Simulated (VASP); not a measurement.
The system is B6I.

```
B I
1.0
     4.30179    0.00000    0.00000
    -2.15090    3.72546    0.00000
     0.00000    0.00000    5.76353
B I
6 1
Direct
  0.23053 0.76947 0.72691
  0.23053 0.46105 0.72691
  0.53895 0.76947 0.72691
  0.76947 0.23053 0.27309
  0.46105 0.23053 0.27309
  0.76947 0.53895 0.27309
  0.00000 0.00000 0.50000
```

* Program: VASP 6.6.1
* Task: relaxation of cell and atoms
* Functional: PBE
* Potentials or basis: VASP PAW PBE potentials, release 64 (B, I)
* Cutoff: 600 eV
* k mesh: 6 × 6 × 4
* Occupations: gaussian, width 0.1 eV
* Spin: no spin polarisation

At the start: pressure 56.0 GPa; volume 13.20 Å³/atom.

Q: How do energy, volume and symmetry change on relaxing?

A: Over 41 steps the energy falls by 985.1 meV/atom and the volume is 18.64 Å³/atom (+41.3 %); space group P-3m1 (No. 164, to 0.05 Å).

Step by step:
| step | energy change (eV) | largest force (eV/Å) | pressure (GPa) | volume (Å³) |
| --- | --- | --- | --- | --- |
| 1 | 0.0000 | 13.6064 | 56.04 | 92.37 |
| 3 | 11.0387 | 5.0882 | 13.02 | 160.47 |
| 5 | 3.1411 | 6.5271 | 2.63 | 121.09 |
| 7 | -4.1934 | 4.3955 | 12.98 | 99.14 |
| 9 | -6.3030 | 1.3674 | -2.14 | 120.39 |
| 11 | -6.2001 | 1.9998 | 6.59 | 118.31 |
| 13 | -6.4383 | 0.1163 | 0.80 | 120.91 |
| 15 | -6.4944 | 0.3862 | -0.89 | 133.70 |
| 17 | -6.5128 | 0.2972 | -0.91 | 131.82 |
| 19 | -6.5928 | 0.6370 | -3.18 | 138.86 |
| 21 | -6.6301 | 0.4841 | -2.96 | 139.71 |
| 23 | -6.6506 | 0.8109 | -1.60 | 143.09 |
| 25 | -6.6896 | 0.4029 | -2.13 | 140.95 |
| 27 | -6.8130 | 0.3563 | -0.98 | 134.61 |
| 29 | -6.8645 | 0.5673 | -0.52 | 126.57 |
| 31 | -6.8812 | 0.0778 | 0.30 | 127.07 |
| 33 | -6.8855 | 0.0818 | -0.24 | 129.27 |
| 35 | -6.8867 | 0.1273 | 0.08 | 129.31 |
| 37 | -6.8907 | 0.0949 | 0.10 | 129.53 |
| 39 | -6.8933 | 0.0512 | 0.24 | 130.54 |
| 41 | -6.8957 | 0.0309 | 0.04 | 130.51 |

Final structure:
```xyz
7
Lattice="5.2631 0.0000 0.0000 -2.6315 4.5579 0.0000 0.0000 0.0000 5.4403" Properties=species:S:1:pos:R:3 pbc="T T T"
B    -0.7856    3.4922    3.8170
B     0.0000    2.1315    3.8170
B     0.7856    3.4922    3.8170
B     3.4171    1.0657    1.6233
B     1.8459    1.0657    1.6233
B     2.6315    2.4264    1.6233
I     0.0000    0.0000    2.7201
```

Caveat: the volume moved by over 15 % at a fixed basis, so the end points are rough; this functional lacks dispersion, which binds the layers, so the pressure and a relaxed spacing across them are unreliable; an odd number of electrons without spin polarisation forces a metal; a magnetic or distorted state may lie lower.
